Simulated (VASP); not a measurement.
Ta: relaxation of cell and atoms with LDA

Crystal: Ta.

```
Ta
1.0
    -1.65128    1.65128    1.65128
     1.65128   -1.65128    1.65128
     1.65128    1.65128   -1.65128
Ta
1
Direct
  0.00000 0.00000 0.00000
```

```json
{
 "Program": "VASP 6.6.1",
 "Task": "relaxation of cell and atoms",
 "Functional": "LDA",
 "Potentials or basis": "VASP PAW LDA potentials, release 64 (Ta_sv_GW)",
 "Cutoff": "500 eV",
 "k mesh": "11 × 11 × 11",
 "Occupations": "fermi-dirac, width 0.05 eV",
 "Spin": "no spin polarisation",
 "Dipole correction": "no",
 "Second run": "valence_matched",
 "Further INCAR settings": "ALGO = Normal; EDIFF = 1e-07; IBRION = 2; EDIFFG = -0.01; NSW = 60; ISIF = 3"
}
```

```yaml
Relaxed_volume: 17.19 Å³/atom
Relaxed_cell: a = 2.816 Å, b = 2.816 Å, c = 2.816 Å, α = 109.47°, β = 109.47°, γ = 109.47°
Space_group_after_relaxing_to_0.05_Å: Im-3m (No. 229)
Energy_gained_by_relaxing: 26.5 meV/atom
Ionic_steps: 4
Pressure_after_relaxing: -0.1 GPa
```

The path:
```tsv
step	energy change (eV)	largest force (eV/Å)	pressure (GPa)	volume (Å³)
1	0.0000	0.0000	-9.91	18.01
2	0.1646	0.0000	34.88	15.26
3	-0.0264	0.0000	-0.52	17.23
4	-0.0265	0.0000	-0.06	17.19
```

Final structure:
```
Ta
1.0
    -1.62593    1.62593    1.62593
     1.62593   -1.62593    1.62593
     1.62593    1.62593   -1.62593
Ta
1
Direct
  0.00000 0.00000 0.00000
```

Levels at points of the mesh, in eV from the Fermi level:
| k point | band 4 | band 5 | band 6 | band 7 | band 8 | band 9 |
| --- | --- | --- | --- | --- | --- | --- |
| (0.00, 0.00, 0.00) | -32.73 | -8.00 | 0.66 | 0.66 | 0.66 | 4.09 |

It used 99 s of CPU time on 1 thread of AMD EPYC 7R13 Processor (Zen 3), with other jobs on the host.

Caveat: spin-orbit coupling is left out, which moves the levels of the heavy elements. Zero-point motion and thermal expansion aren't in these numbers.
